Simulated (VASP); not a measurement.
# H in VASP: notebook, part 2 of 2

VASP 6.6.1.

### Step 3. Single point, PBE

The input, INCAR:

```
SYSTEM = H
  PREC = Accurate
  ENCUT = 520
  EDIFF = 1E-6
  ISMEAR = -1
  SIGMA = 0.05
  LREAL = Auto
  LASPH = .True.
  NELM = 100
  ALGO = Normal
  ISIF = 2
  LWAVE = .False.
  LCHARG = .False.
  GGA = PE
  NBANDS = 30
```

The input, KPOINTS:

```
Automatic mesh
0
Gamma
  1 1 1
  0 0 0
```

The input, POSCAR:

```
H
1.0
    7.1137870000      0.0000000000      0.0000000000
    0.0000000000      7.1137870000      0.0000000000
    0.0000000000      0.0000000000      7.1137870000
H
24
Direct
    0.6031948946      0.9186527513      0.5204119831
    0.7018343394      0.9096701939      0.4878835984
    0.8434747906      0.3761990625      0.6521421010
    0.8797705076      0.4532606894      0.7128411351
    0.1541232539      0.5453635314     -0.1343588162
    0.1714417370      0.5165040786     -0.0309539771
    0.4421836077      0.4695951678      0.8256924195
    0.5456727900      0.4590803745      0.8372615036
    0.8775916400      0.8042692310      0.8255518474
    0.8311606743      0.7103951805      0.8161194593
    0.5677847819      0.3282077465      0.2946110138
    0.4679645314      0.3196328482      0.2748746905
    0.1390398672      1.0290299667     -0.0346088518
    0.2102115231      0.9528680012     -0.0260339535
    0.2061630465      0.5359733149      0.5594629134
    0.2391131475      0.6280620997      0.5216911892
    0.5376882946      0.9012077533      0.0068318042
    0.6050504464      0.8616507635      0.0868032737
    0.3191267886      0.2106191822      0.5305050601
    0.2935988947      0.1063146816      0.5490043489
    0.7391562328      0.4765253725      0.2175493868
    0.7691121480      0.5776388863      0.1919371497
    0.0495938380      0.3548602172      0.1902362272
    0.1103209866      0.3762131197      0.2730191388
```

Potentials or basis: VASP PAW PBE potentials, release 64 (H).

Started as:

```bash
> cat potpaw_PBE.64/H/POTCAR > POTCAR
> mpirun -np 1 vasp_gam > vasp.out
```

OUTCAR:

```text
SYSTEM = H
   PREC = Accurate
   ENCUT = 520
   EDIFF = 1E-6
   ISMEAR = -1
   LREAL = Auto
   LASPH = .True.
   NELM = 100
   ISIF = 2
   GGA = PE

 ion  position               nearest neighbor table
   1  0.603  0.919  0.520-   2 0.74
   2  0.702  0.910  0.488-   1 0.74
[... 266 lines left out ...]
  -------------------------------------------------------------------------------------
  Total        1.9455567     -0.1525862     -0.2285478      0.1109442      0.4969167     -0.7091807
  in kB        8.6586841     -0.6790835     -1.0171502      0.4937563      2.2115236     -3.1562031
  external PRESSURE =       2.3208168 kB  Pullay stress =       0.0000000 kB

 VOLUME and BASIS-vectors are now :
 -----------------------------------------------------------------------------
  energy-cutoff  :      520.00
  volume of cell :      360.00
      direct lattice vectors                 reciprocal lattice vectors
     7.113787000  0.000000000  0.000000000     0.140572103  0.000000000  0.000000000
     0.000000000  7.113787000  0.000000000     0.000000000  0.140572103  0.000000000
     0.000000000  0.000000000  7.113787000     0.000000000  0.000000000  0.140572103

 POSITION                                       TOTAL-FORCE (eV/Angst)
 -----------------------------------------------------------------------------------
      4.29100      6.53510      3.70210        -0.248530      0.037857      0.062026
      4.99270      6.47120      3.47070         0.258207     -0.033940     -0.086566
      6.00030      2.67620      4.63920        -0.077178     -0.187456     -0.133274
      6.25850      3.22440      5.07100         0.089583      0.063781      0.076281
      1.09640      3.87960      6.15799         0.074069     -0.175928      0.775143
      1.21960      3.67430      6.89359        -0.164212      0.221270     -0.762495
[... 16 lines left out ...]
      0.35280      2.52440      1.35330        -0.032735     -0.052014     -0.065671
      0.78480      2.67630      1.94220         0.104288     -0.016455      0.124524
 -----------------------------------------------------------------------------------
    total drift:                               -0.000340     -0.001409     -0.000188

  FREE ENERGIE OF THE ION-ELECTRON SYSTEM (eV)
  ---------------------------------------------------
  free  energy   TOTEN  =       -80.9564202882 eV

  energy  without entropy=      -80.9564202881  energy(sigma->0) =      -80.95642029
```

OSZICAR:

```text
N       E                     dE             d eps       ncg     rms          rms(c)
DAV:   1     0.649322050466E+02    0.64932E+02   -0.89147E+03    60   0.618E+02
DAV:   2    -0.734370325163E+02   -0.13837E+03   -0.13315E+03    80   0.120E+02
DAV:   3    -0.877029203571E+02   -0.14266E+02   -0.14198E+02    72   0.433E+01
DAV:   4    -0.878259696147E+02   -0.12305E+00   -0.12302E+00    72   0.491E+00
DAV:   5    -0.878267927512E+02   -0.82314E-03   -0.82313E-03    80   0.404E-01    0.151E+01
DAV:   6    -0.832425209833E+02    0.45843E+01   -0.15717E+00    66   0.417E+00    0.834E+00
DAV:   7    -0.809044296363E+02    0.23381E+01   -0.38455E+00    66   0.679E+00    0.946E-01
DAV:   8    -0.809744235980E+02   -0.69994E-01   -0.11611E-01    72   0.135E+00    0.688E-01
DAV:   9    -0.809562911253E+02    0.18132E-01   -0.26601E-02    80   0.600E-01    0.980E-02
DAV:  10    -0.809567142129E+02   -0.42309E-03   -0.75349E-04    72   0.130E-01    0.521E-02
DAV:  11    -0.809564400542E+02    0.27416E-03   -0.34914E-04    72   0.105E-01    0.220E-02
DAV:  12    -0.809564349879E+02    0.50663E-05   -0.70670E-05    80   0.391E-02    0.101E-02
DAV:  13    -0.809564206024E+02    0.14385E-04   -0.14843E-05    72   0.266E-02    0.318E-03
DAV:  14    -0.809564202882E+02    0.31418E-06   -0.79338E-06    80   0.132E-02
   1 F= -.80956420E+02 E0= -.80956420E+02  d E =-.902801E-10
```

Run time: 20 s. Hardware: 1 thread of Intel Xeon 6975P-C (Granite Rapids), shared host; peak memory 0.37 GiB.

What came out:

```
Free energy            : -80.9564 eV
Pressure               : 0.2 GPa
Largest force          : 1.409 eV/Å
Band gap on the k mesh : 8.56 eV
```

Forces in eV/Å, atoms in the order of the input:
```
H   -0.249  0.038  0.062
H    0.258 -0.034 -0.087
H   -0.077 -0.187 -0.133
H    0.090  0.064  0.076
H    0.074 -0.176  0.775
H   -0.164  0.221 -0.762
H   -0.082  0.006 -0.007
H    0.221 -0.035 -0.011
H    0.033  0.030  0.012
H   -0.027  0.056  0.010
H    0.660 -0.036  0.203
H   -0.887 -0.155 -0.180
H   -0.128  0.150 -0.024
H    0.111 -0.134  0.018
H   -0.054 -0.076  0.016
H    0.048  0.109 -0.063
H    0.837 -0.473  1.025
H   -0.876  0.502 -0.982
H   -0.204 -0.871  0.190
H    0.152  0.814 -0.101
H    0.308  0.871 -0.242
H   -0.114 -0.616  0.146
H   -0.033 -0.052 -0.066
H    0.104 -0.016  0.125
```

Levels at points of the mesh, in eV from the valence-band top:
```csv
k point,band 9,band 10,band 11,band 12,band 13,band 14,band 15,band 16
"(0.00, 0.00, 0.00)",-0.49,-0.42,-0.17,0.00,8.56,8.78,9.00,9.26
```

Caveat: the k points lie up to 0.88 Å⁻¹ apart.

### Step 4. Single point, PBE

The input, INCAR:

```
SYSTEM = H
PREC = Accurate
ENCUT = 520
EDIFF = 1E-6
ISMEAR = -1
SIGMA = 0.05
LREAL = Auto
LASPH = .TRUE.
NELM = 100
ALGO = Normal
ISIF = 2
LWAVE = .FALSE.
LCHARG = .TRUE.
GGA = PE
LELF = .TRUE.
LVHAR = .TRUE.
NBANDS = 30
```

The input, KPOINTS:

```
regular mesh
0
G
  1 1 1
  0 0 0
```

The input, POSCAR:

```
H
1.0
    7.1137870000      0.0000000000      0.0000000000
    0.0000000000      7.1137870000      0.0000000000
    0.0000000000      0.0000000000      7.1137870000
H
24
Direct
    0.6751256398      0.9501830741      0.5301395726
    0.6165914161      1.0389684144      0.5762050508
    0.8756658022      0.3356158963      0.5609389204
    0.8799673086      0.3666261022      0.6665085699
    0.1552759451      0.5028966990     -0.0844135479
    0.0554275803      0.4681894468     -0.0910485512
    0.6065264535      0.5143392682      0.9001675198
    0.5968550928      0.5694575899      0.8101170305
    0.9215204222      0.8024699081      0.8266201954
    0.9040473098      0.8945024640      0.7714878165
    0.4879960561      0.3520909468      0.4841303233
    0.5287760232      0.3043104889      0.3960619006
    0.2139226266      0.9454598514     -0.1130621426
    0.2755916082      0.9016997557     -0.0378138957
    0.2336589499      0.7268140022      0.6225235588
    0.3398049450      0.7245507913      0.5919772408
    0.5903466044      1.0386029270     -0.0244173743
    0.6225376160      0.9491850121      0.0186960897
    0.2351068425      0.1023224339      0.6000882512
    0.2558131133      0.0078017517      0.5799864404
    0.7496007401      0.6957475674      0.1754620992
    0.7287960688      0.6748866673      0.2766458990
    0.0537266578      0.3785185022      0.2565862599
   -0.0325283847      0.4065907512      0.3076139333
```

Started as:

```bash
> cat potpaw_PBE.64/H/POTCAR > POTCAR
> mpirun -np 1 vasp_gam > vasp.out
```

Run time: 23 s. Hardware: 1 thread of Intel Xeon 6975P-C (Granite Rapids), shared host; peak memory 0.37 GiB.

Results (log left out):

```
Free energy            : -80.8861 eV
Pressure               : -0.1 GPa
Largest force          : 2.125 eV/Å
Band gap on the k mesh : 8.75 eV
```

Forces on the atoms (eV/Å):
```
H   -1.037  1.560  0.821
H    1.055 -1.639 -0.847
H    0.042  0.274  1.079
H   -0.045 -0.298 -0.986
H   -0.128 -0.046 -0.009
H    0.151  0.025  0.019
H   -0.034  0.086 -0.149
H    0.008 -0.090  0.156
H   -0.114  0.645 -0.405
H    0.083 -0.672  0.378
H    0.224 -0.242 -0.570
H   -0.280  0.328  0.522
H    0.231 -0.169  0.381
H   -0.211  0.175 -0.200
H    1.122 -0.173 -0.342
H   -1.079 -0.094  0.277
H   -0.066  0.201 -0.075
H    0.095 -0.141  0.101
H   -0.426  1.865  0.316
H    0.348 -1.592 -0.414
H    0.005  0.004  0.025
H   -0.016  0.009  0.010
H    0.283 -0.102 -0.191
H   -0.209  0.085  0.102
```

Stress tensor (GPa, compression positive):
```
-0.17  0.17  0.23
 0.17  0.31 -0.21
 0.23 -0.21 -0.29
```

Levels at points of the mesh, in eV from the valence-band top:
| k point | band 10 | band 11 | band 12 | band 13 | band 14 | band 15 |
| --- | --- | --- | --- | --- | --- | --- |
| (0.00, 0.00, 0.00) | -0.26 | -0.16 | 0.00 | 8.75 | 8.99 | 9.11 |

Caveat: the k points lie up to 0.88 Å⁻¹ apart.

### Step 5. Single point, PBE

INCAR, as its differences from that of step 4:

```diff
@@ -12,6 +12,4 @@
 LWAVE = .FALSE.
-LCHARG = .TRUE.
+LCHARG = .FALSE.
 GGA = PE
-LELF = .TRUE.
-LVHAR = .TRUE.
 NBANDS = 30
```

The input, KPOINTS:

```
Automatic mesh
0
G
  1 1 1
  0 0 0
```

The input, POSCAR:

```
H
1.0
    7.1137870000      0.0000000000      0.0000000000
    0.0000000000      7.1137870000      0.0000000000
    0.0000000000      0.0000000000      7.1137870000
H
24
Direct
    0.5953369141      1.0370847483      0.6414305067
    0.6088177788      1.0072975196      0.5485123465
    0.8245959571      0.3174258661      0.7519764086
    0.8342954322      0.3292198656      0.6482763681
    0.1775003947      0.5037120172     -0.1073549152
    0.1023083767      0.4415229188     -0.0631028171
    0.6155371253      0.5562438122      0.8686090826
    0.6128662553      0.5372244066      0.9860711320
    0.9199460147      0.8221640597      0.8192261028
    0.9851714706      0.9012499250      0.8046628329
    0.3544385009      0.3231049791      0.4329620777
    0.4452480795      0.3530608943      0.3902562728
    0.3207714822      0.8478465830      0.0160814486
    0.3519222603      0.9134515835     -0.0615002951
    0.4683440761      0.7426564782      0.6310984571
    0.4245980376      0.7061217886      0.5450823872
    0.5765002523      1.1972385454     -0.0120189148
    0.6743524933      1.1739598051      0.0357053142
    0.0566224432      0.1638086718      0.5333165022
    0.1607863716      0.1242938536      0.5560188968
    0.8208848536      0.8652072377      0.2971131972
    0.7470985566      0.8849013894      0.2246904497
   -0.0869297886      0.5387706998      0.2846585089
   -0.0850742368      0.4393299940      0.2580903814
```

Started as:

```bash
> cat potpaw_PBE.64/H/POTCAR > POTCAR
> mpirun -np 1 vasp_gam > vasp.out
```

It took 22 s on 1 thread of Intel Xeon 6975P-C (Granite Rapids), shared host; peak memory 0.38 GiB.

Results (log left out):

| Quantity | Value |
| --- | --- |
| Free energy | -80.8794 eV |
| Pressure | 0.0 GPa |
| Largest force | 2.532 eV/Å |
| Band gap on the k mesh | 8.58 eV |

Forces in eV/Å, atoms in the order of the input:
```
H   -0.212  0.669  1.806
H    0.275 -0.513 -1.790
H   -0.030  0.017  0.059
H   -0.017  0.053 -0.099
H   -0.291 -0.260  0.181
H    0.337  0.258 -0.180
H   -0.067 -0.358  2.505
H    0.048  0.467 -2.480
H   -0.296 -0.356  0.076
H    0.268  0.341 -0.069
H   -0.105 -0.012  0.035
H    0.171  0.066 -0.077
H    0.066  0.147 -0.168
H   -0.066 -0.138  0.193
H    0.159  0.103  0.396
H   -0.272 -0.293 -0.431
H    1.145 -0.295  0.595
H   -1.141  0.215 -0.536
H    1.599 -0.639  0.349
H   -1.560  0.540 -0.370
H    0.021  0.019  0.026
H   -0.031  0.005 -0.036
H   -0.018  0.576  0.162
H    0.017 -0.614 -0.146
```

Stress tensor (GPa, compression positive):
```
-0.50  0.36 -0.34
 0.36  0.71  0.56
-0.34  0.56 -0.22
```

Levels at points of the mesh, in eV from the valence-band top:
```tsv
k point	band 9	band 10	band 11	band 12	band 13	band 14	band 15	band 16
(0.00, 0.00, 0.00)	-0.58	-0.50	-0.17	0.00	8.58	8.91	9.15	9.59
```

Caveat: the k points lie up to 0.88 Å⁻¹ apart.
